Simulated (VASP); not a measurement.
Te2Mo: single point with PBE

Te2Mo, a slab with vacuum:

```
Te Mo
1.0
     3.56023    0.00000    0.00000
    -1.78012    3.08325    0.00000
     0.00000    0.00000   17.52406
Te Mo
2 1
Direct
  0.33333 0.66667 0.89786
  0.33333 0.66667 0.10214
  0.00000 0.00000 0.00000
```

- Program: VASP 6.6.1
- Task: single point
- Functional: PBE
- Potentials or basis: VASP PAW PBE potentials, release 64 (Te, Mo_sv)
- Cutoff: 500 eV
- k mesh: 2 × 2 × 1
- Occupations: gaussian, width 0.1 eV
- Spin: no spin polarisation

```yaml
Largest_force: 0.434 eV/Å
Band_gap_on_the_k_mesh: 1.62 eV, indirect (least direct gap 1.73 eV)
```

Forces in eV/Å, atoms in the order of the input:
```
Te   0.000  0.000 -0.434
Te   0.000  0.000  0.434
Mo   0.000  0.000  0.000
```

Levels at points of the mesh, in eV from the valence-band top:
| k point | band 9 | band 10 | band 11 | band 12 | band 13 | band 14 | band 15 | band 16 | band 17 | band 18 |
| --- | --- | --- | --- | --- | --- | --- | --- | --- | --- | --- |
| (0.00, 0.00, 0.00) | -1.46 | -1.32 | -0.56 | -0.56 | 0.00 | 3.32 | 3.32 | 3.58 | 3.58 | 4.59 |
| (0.50, 0.00, 0.00) | -3.02 | -1.99 | -1.24 | -0.43 | -0.11 | 1.62 | 2.08 | 3.66 | 4.01 | 4.25 |

Run time: 11 s on 1 thread of Intel(R) Xeon(R) 6975P-C (Granite Rapids) (shared host), peak memory 0.28 GiB.

Caveat: the k points lie up to 1.02 Å⁻¹ apart; spin-orbit coupling is left out, which moves the levels of the heavy elements.
